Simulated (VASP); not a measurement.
# WC (Fm-3m) in VASP: further runs, part 2 of 2

VASP 6.6.1. The steps go on from the part before.

## 3. Relaxation of cell and atoms, PBEsol, target pressure 5 GPa, at which the enthalpy is minimised

INCAR

```
SYSTEM = WC
PREC = Accurate
ENCUT = 600
EDIFF = 1E-6
ISMEAR = -1
SIGMA = 0.05
LREAL = .False.
LASPH = .True.
NELM = 80
ALGO = Normal
ISIF = 3
LWAVE = .False.
LCHARG = .False.
GGA = PS
IBRION = 2
NSW = 80
EDIFFG = -0.02
PSTRESS = 50.0
```

KPOINTS

```
regular mesh
0
Gamma
  10 10 10
  0 0 0
```

POSCAR

```
WC
1.0
    0.0000000000      2.1926840000      2.1926840000
    2.1926840000      0.0000000000      2.1926840000
    2.1926840000      2.1926840000      0.0000000000
W C
1 1
Direct
    0.0000000000      0.0000000000      0.0000000000
    0.5000000000      0.5000000000      0.5000000000
```

Potentials or basis: VASP PAW PBE potentials, release 64 (W_sv, C).

Launch:

```console
$ cat potpaw_PBE.64/W_sv/POTCAR potpaw_PBE.64/C/POTCAR > POTCAR
$ mpirun -np 1 vasp_std > vasp.out
```

OUTCAR:

```text
SYSTEM = WC
   PREC = Accurate
   ENCUT = 600
   EDIFF = 1E-6
   ISMEAR = -1
   LREAL = .False.
   LASPH = .True.
   NELM = 80
   ISIF = 3
   GGA = PS
   IBRION = 2
   NSW = 80
   EDIFFG = -0.02
   PSTRESS = 50.0

 ion  position               nearest neighbor table
   1  0.000  0.000  0.000-   2 2.19   2 2.19   2 2.19   2 2.19   2 2.19   2 2.19
   2  0.500  0.500  0.500-   1 2.19   1 2.19   1 2.19   1 2.19   1 2.19   1 2.19

  LATTYP: Found a face centered cubic cell.
 ALAT       =     4.3853680000

  Lattice vectors:

 A1 = (   0.0000000000,   2.1926840000,   2.1926840000)
 A2 = (   2.1926840000,   0.0000000000,   2.1926840000)
 A3 = (   2.1926840000,   2.1926840000,   0.0000000000)

Analysis of symmetry for initial positions (statically):
=====================================================================
 Subroutine PRICEL returns:
 Original cell was already a primitive cell.

 Routine SETGRP: Setting up the symmetry group for a
 face centered cubic supercell.

 Subroutine GETGRP returns: Found 48 space group operations
 (whereof 48 operations were pure point group operations)
 out of a pool of 48 trial point group operations.

The static configuration has the point symmetry O_h .

Analysis of symmetry for dynamics (positions and initial velocities):
=====================================================================
 Subroutine PRICEL returns:
 Original cell was already a primitive cell.

 Routine SETGRP: Setting up the symmetry group for a
 face centered cubic supercell.

 Subroutine GETGRP returns: Found 48 space group operations
 (whereof 48 operations were pure point group operations)
 out of a pool of 48 trial point group operations.

The dynamic configuration has the point symmetry O_h .

 Subroutine INISYM returns: Found 48 space group operations
 (whereof 48 operations are pure point group operations),
 and found     1 'primitive' translations

----------------------------------------------------------------------------------------

                                     Primitive cell

  volume of cell :      21.0842

  direct lattice vectors                    reciprocal lattice vectors
     0.000000000  2.192684000  2.192684000    -0.228031034  0.228031034  0.228031034
     2.192684000  0.000000000  2.192684000     0.228031034 -0.228031034  0.228031034
     2.192684000  2.192684000  0.000000000     0.228031034  0.228031034 -0.228031034

  length of vectors
     3.100923451  3.100923451  3.100923451     0.394961337  0.394961337  0.394961337

  position of ions in fractional coordinates (direct lattice)
     0.000000000  0.000000000  0.000000000
     0.500000000  0.500000000  0.500000000

  ion indices of the primitive-cell ions
   primitive index   ion index
                 1           1
                 2           2

----------------------------------------------------------------------------------------

 KPOINTS: regular mesh

Automatic generation of k-mesh.
 Grid dimensions read from file:
 generate k-points for:   10   10   10

 Generating k-lattice:

  Cartesian coordinates                     Fractional coordinates (reciprocal lattice)
    -0.022803103  0.022803103  0.022803103     0.100000000  0.000000000  0.000000000
     0.022803103 -0.022803103  0.022803103     0.000000000  0.100000000  0.000000000
[... 45 lines left out ...]
   ions per type =               1   1
   NGX,Y,Z   is equivalent  to a cutoff of  15.01, 15.01, 15.01 a.u.
   NGXF,Y,Z  is equivalent  to a cutoff of  30.02, 30.02, 30.02 a.u.
 SYSTEM =  WC
   PREC   = accura    normal or accurate (medium, high low for compatibility)
   ISTART =      0    job   : 0-new  1-cont  2-samecut
   ICHARG =      2    charge: 1-file 2-atom 10-const
   ISPIN  =      1    spin polarized calculation?
   LNONCOLLINEAR =      F non collinear calculations
   LSORBIT =      F    spin-orbit coupling
   LASPH  =      T    aspherical Exc in radial PAW
   ENCUT  =  600.0 eV  44.10 Ry    6.64 a.u.   6.19  6.19  6.19*2*pi/ulx,y,z
   NELM   =     80;   NELMIN=  2; NELMDL= -5     # of ELM steps
   EDIFF  = 0.1E-05   stopping-criterion for ELM
   LREAL  =      F    real-space projection
   EDIFFG = -.2E-01   stopping-criterion for IOM
   NSW    =     80    number of steps for IOM
   IBRION =      2    ionic relax: 0-MD 1-quasi-New 2-CG
   NFREE  =      1    steps in history (QN), initial steepest desc. (CG)
   ISIF   =      3    stress and relaxation
   ISYM   =      2    0-nonsym 1-usesym 2-fastsym
   POTIM  = 0.5000    time-step for ionic-motion
   TEBEG  =    0.0;   TEEND  =   0.0 temperature during run
   PSTRESS=   50.0 pullay stress
   NELECT =      18.0000    total number of electrons
   NUPDOWN=      -1.0000    fix difference up-down
   EMIN   =  10.00;   EMAX   =-10.00  energy-range for DOS
   EFERMI =   0.00;   METHOD = LEGACY
   ISMEAR =    -1;   SIGMA  =   0.05  broadening in eV -4-tet -1-fermi 0-gaus
   EFERMI_NEDOS =   21; number of points for ismear=-14 and -15
   IALGO  =     38    algorithm
   IMIX   =      4    mixing-type and parameters
     AMIX     =   0.40;   BMIX     =  1.00
     AMIX_MAG =   1.60;   BMIX_MAG =  1.00
  volume/ion in A,a.u.               =      10.54        71.14
  Fermi-wavevector in a.u.,A,eV,Ry     =   1.553029  2.934800 32.815887  2.411900
  Thomas-Fermi vector in A             =   2.657319
   LORBIT       =      0    0 simple, 1 ext, 2 COOP (PROOUT), +10 PAW based schemes
   GGA     = PS    functional components
   LHFCALC =     F    Hartree Fock is set to
   AEXX    =    0.0000 exact exchange contribution
   IVDW    =     0    specifies the selected vdW correction
   LEPSILON=     F    determine dielectric tensor
   LRPA    =     F    only Hartree local field effects (RPA)
 conjugate gradient relaxation of ions
 non-spin polarized calculation
  energy-cutoff  :      600.00
  volume of cell :       21.08
 maximum number of plane-waves:       725
 NGX is ok and might be reduce to    28
   NGX = 13   NGY = 13   NGZ = 13

--------------------------------------- Ionic step        1  -------------------------------------------

 number of electron      18.0000001 magnetization

 Free energy of the ion-electron system (eV)
  ---------------------------------------------------
  ext. energy  EPLUGINS =         0.00000000
  ---------------------------------------------------
  free energy    TOTEN  =       -23.00076190 eV

  energy without entropy =      -22.99437215  energy(sigma->0) =      -22.99756702

------------------------ aborting loop because EDIFF is reached ----------------------------------------

  FORCE on cell =-STRESS in cart. coord.  units (eV):
  Direction    XX          YY          ZZ          XY          YZ          ZX
  --------------------------------------------------------------------------------------
  -------------------------------------------------------------------------------------
  Total       -1.2277541     -1.2277541     -1.2277541      0.0000000     -0.0000000     -0.0000000
  in kB      -93.2961781    -93.2961781    -93.2961781      0.0000000     -0.0000000     -0.0000000
  external PRESSURE =    -143.2961781 kB  Pullay stress =      50.0000000 kB
[... 101 lines left out ...]
--------------------------------------- Ionic step        4  -------------------------------------------

 number of electron      18.0000000 magnetization

 Free energy of the ion-electron system (eV)
  ---------------------------------------------------
  ext. energy  EPLUGINS =         0.00000000
  ---------------------------------------------------
  free energy    TOTEN  =       -23.01265109 eV

  energy without entropy =      -23.00648328  energy(sigma->0) =      -23.00956719

 E-fermi :  12.8854     XC(G=0): -14.0502

 val. band max:       12.7891375921   @ k =   0.3000   0.2000   0.1000
 cond. band min:      12.9150370252   @ k =  -0.1000   0.1000   0.0000
 fundamental gap:      0.1258994332
 Fermi energy:        12.8853770406

 k-point     1 :       0.0000    0.0000    0.0000
  band No.  band energies     occupation
      1     -62.5120      2.00000
      2     -26.5057      2.00000
      3     -26.5057      2.00000
      4     -26.5057      2.00000
      5      -3.2813      2.00000
      6       9.9278      2.00000
      7       9.9278      2.00000
      8       9.9278      2.00000
      9      11.7263      2.00000
     10      11.7263      2.00000
     11      11.7263      2.00000
     12      11.8242      2.00000
     13      11.8242      2.00000
[... 354 lines left out ...]
  band No.  band energies     occupation
      1     -62.4640      2.00000
      2     -27.0058      2.00000
      3     -26.7106      2.00000
      4     -26.6899      2.00000
      5      -0.7432      2.00000
      6       5.5644      2.00000
      7       7.0547      2.00000
      8       9.0550      2.00000
      9       9.9599      2.00000
     10      13.9403      0.00000
     11      15.4343      0.00000
     12      15.7602      0.00000
     13      19.5582      0.00000

 [... further k-points ...]
[... 5 lines left out ...]
  --------------------------------------------------------------------------------------
  -------------------------------------------------------------------------------------
  Total        0.6178984      0.6178984      0.6178984      0.0000000      0.0000000      0.0000000
  in kB       48.7444297     48.7444297     48.7444297      0.0000000      0.0000000      0.0000000
  external PRESSURE =      -1.2555703 kB  Pullay stress =      50.0000000 kB
[... 21 lines left out ...]
  energy  without entropy=      -23.0064832812  energy(sigma->0) =      -23.00956719

  enthalpy is  TOTEN    =       -22.3788367380 eV   P V=        0.6338143540

 reached required accuracy - stopping structural energy minimisation
```

OSZICAR:

```text
N       E                     dE             d eps       ncg     rms          rms(c)
DAV:   1     0.115033783782E+03    0.11503E+03   -0.10601E+04  1230   0.169E+03
DAV:   2    -0.220502745784E+02   -0.13708E+03   -0.13343E+03  1392   0.400E+02
DAV:   3    -0.262491141801E+02   -0.41988E+01   -0.41694E+01  1475   0.623E+01
[... 32 lines left out ...]
DAV:   1    -0.230128666935E+02    0.49836E-03   -0.52107E-03  1302   0.106E+00    0.210E-01
DAV:   2    -0.230126829937E+02    0.18370E-03   -0.52269E-04  1377   0.276E-01    0.426E-02
DAV:   3    -0.230126552664E+02    0.27727E-04   -0.54511E-05  1392   0.613E-02    0.147E-02
DAV:   4    -0.230126504148E+02    0.48516E-05   -0.14833E-05  1487   0.466E-02    0.170E-02
DAV:   5    -0.230126510919E+02   -0.67711E-06   -0.67298E-07   736   0.107E-02
   4 F= -.22378837E+02 E0= -.22375753E+02  d E =-.360622E-01
```

It took 32 s on 1 thread of Intel Xeon 6975P-C (Granite Rapids), shared host; peak memory 0.18 GiB.

What came out:

```
Free energy                                            : -23.0127 eV
Relaxed volume                                         : 10.15 Å³/atom
Relaxed cell                                           : a = 3.062 Å, b = 3.062 Å, c = 3.062 Å, α = 60.00°, β = 60.00°, γ = 60.00°
Space group after relaxing (to 0.05 Å)                 : Fm-3m (No. 225)
Energy change on relaxing (the enthalpy is what falls) : -5.9 meV/atom
Ionic steps                                            : 4
Pressure after relaxing                                : 4.9 GPa
```

Step by step:
| step | energy change (eV) | largest force (eV/Å) | pressure (GPa) | volume (Å³) |
| --- | --- | --- | --- | --- |
| 1 | 0.0000 | 0.0000 | -9.33 | 21.08 |
| 2 | 0.3422 | 0.0000 | 57.06 | 18.34 |
| 3 | -0.0126 | 0.0000 | 4.43 | 20.33 |
| 4 | -0.0119 | 0.0000 | 4.87 | 20.31 |

Final structure:
```xyz
2
Lattice="0.0000 2.1655 2.1655 2.1655 0.0000 2.1655 2.1655 2.1655 0.0000" Properties=species:S:1:pos:R:3 pbc="T T T"
W     2.1655    4.3310    2.1655
C     2.1655    2.1655    2.1655
```

Levels at points of the mesh, in eV from the Fermi level:
```csv
k point,band 6,band 7,band 8,band 9,band 10,band 11,band 12,band 13
"(0.00, 0.00, 0.00)",-2.96,-2.96,-2.96,-1.16,-1.16,-1.16,-1.06,-1.06
"(0.50, 0.00, 0.00)",-10.20,-6.90,-6.90,1.08,1.08,2.44,4.90,9.18
"(0.50, 0.50, 0.00)",-6.14,-5.73,-2.59,-2.59,0.87,2.38,2.38,5.74
```

Caveat: the cell is relaxed towards a set pressure, so the enthalpy falls and the energy may rise; the bands computed are all filled at some k points, so no gap is given; the PAW data sets were made with another functional, which shifts forces and pressure a little; spin-orbit coupling is left out, which moves the levels of the heavy elements.
